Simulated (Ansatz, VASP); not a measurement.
**One calculation of AlAs, two programs**

Contents of INCAR:

```
PREC = Accurate
ENCUT = 500
EDIFF = 1E-6
ISMEAR = 0
SIGMA = 0.01
LREAL = False
LASPH = True
NELM = 120
ALGO = Normal
ISIF = 2
LWAVE = False
LCHARG = True
GGA = PE
LELF = True
LVHAR = True
NBANDS = 11
GGA_COMPAT = False
```

KPOINTS

```
Automatic mesh
0
Gamma
  6 6 6
```

POSCAR

```
AlAs
1.0
    0.0000000000      2.8056887838      2.8056887838
    2.8056887838      0.0000000000      2.8056887838
    2.8056887838      2.8056887838      0.0000000000
Al As
1 1
Direct
    0.0000000000      0.0000000000      0.0000000000
    0.2500000000      0.2500000000      0.2500000000
```

Input for Ansatz:

```yaml
crystal:
  lattice:
    - [0.0, 2.8056887838, 2.8056887838]
    - [2.8056887838, 0.0, 2.8056887838]
    - [2.8056887838, 2.8056887838, 0.0]
  atoms:
    - { symbol: Al, position: [0.0, 0.0, 0.0] }
    - { symbol: As, position: [0.25, 0.25, 0.25] }
kpoints:
  mp_grid: { grid: [6, 6, 6] }
hamiltonian:
  xc: pbe
scf:
  occupations: { method: fixed }
  n_extra_bands: 4
output:
  forces: true
  stress: true
  eigenvalues: true
```

Alike in both runs: task single point; functional PBE; k mesh 6 × 6 × 6; no spin polarisation.

|  | VASP | Ansatz |
| --- | --- | --- |
| version | VASP 6.6.1 | Ansatz 0.2.0 |
| potentials or method | VASP PAW PBE potentials, release 64 (Al, As) | plane waves, PAW |
| plane-wave cutoff (eV) | 500 | 420 |
| occupations | gaussian, width 0.01 eV | fixed |
| valence electrons in the cell | 8 | 18 |

|  | VASP | Ansatz | Ansatz less VASP |
| --- | --- | --- | --- |
| gap on the k mesh at the Fermi level (eV) | 1.38 | 1.40 | +0.011 |
| pressure (GPa) | 5.0 | 4.8 | -0.21 |

VASP's potentials hold 8 valence electrons a cell and Ansatz's 18, so a difference there can come from the potentials and not from the codes.
